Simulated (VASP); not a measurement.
Runs of VASP 6.6.1 on N. The structure is that of space group P6_3/mmc (No. 194), or close to it. The cells are those of the table. 

| task | cell | gap on the mesh (eV) | pressure (GPa) |
| --- | --- | --- | --- |
| single point | a = 2.430, b = 2.430, c = 2.351 Å, angles 90.0, 90.0, 120.0°, 2 atoms | none | (a) |
| relaxation of cell and atoms | relaxed from a = 2.519, b = 2.519, c = 2.446 Å, angles 90.0, 90.0, 120.0°, 2 atoms | none | -0.1 |
| single point | a = 2.395, b = 2.395, c = 2.326 Å, angles 90.0, 90.0, 120.0°, 2 atoms | none | 44.6 |
| single point | a = 2.474, b = 2.474, c = 2.381 Å, angles 90.0, 90.0, 120.0°, 2 atoms | none | 14.6 |
| single point | a = 2.526, b = 2.526, c = 2.417 Å, angles 90.0, 90.0, 120.0°, 2 atoms | none | -0.5 |
| relaxation of cell and atoms | relaxed to 30 GPa from a = 2.519, b = 2.519, c = 2.446 Å, angles 90.0, 90.0, 120.0°, 2 atoms | none | 29.9 |
| relaxation of cell and atoms | relaxed to 15 GPa from a = 2.519, b = 2.519, c = 2.446 Å, angles 90.0, 90.0, 120.0°, 2 atoms | none | 15.2 |
| relaxation of cell and atoms | relaxed to 45 GPa from a = 2.519, b = 2.519, c = 2.446 Å, angles 90.0, 90.0, 120.0°, 2 atoms | none | 45.0 |

Alike in all rows: level PBEsol; potentials or basis VASP PAW PBE potentials, release 64 (N); no spin polarisation; k mesh 8 × 8 × 7; cutoff (eV) 600; smearing fermi-dirac 0.02 eV.

**Question.** Fill in the values left out.

**Answer.** (a) 29.6.

Caveats: all runs use coarse meshes; the PAW data sets were made with another functional, which shifts forces and pressure a little; the cell is relaxed towards a set pressure, so the enthalpy falls and the energy may rise (some runs).

A gap of «none» marks levels without a gap at the run's occupations.
